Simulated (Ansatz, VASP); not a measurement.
## Sr in VASP and in Ansatz

```
CELL_PARAMETERS angstrom
0.00000 3.05211 3.05211
3.05211 0.00000 3.05211
3.05211 3.05211 0.00000
ATOMIC_POSITIONS crystal
Sr 0.00000 0.00000 0.00000
```

Alike in both runs: task single point; functional r2SCAN; k mesh 9 × 9 × 9; occupations methfessel-paxton of order 1, width 0.03 eV; no spin polarisation.

```csv
,VASP,Ansatz
version,VASP 6.6.1,Ansatz 0.2.0
potentials or method,"VASP PAW PBE potentials, release 64 (Sr_sv), cutoff 520 eV","plane waves (500 eV) with PAW, scalar-relativistic"
valence electrons in the cell,10,10
```

```tsv
	VASP	Ansatz	Ansatz less VASP
pressure (GPa)	-0.1	-0.1	+0.01
```

VASP's potentials were made for PBE, not for r2SCAN. With one functional, cell and mesh, what is left measures potentials, basis and numerics.
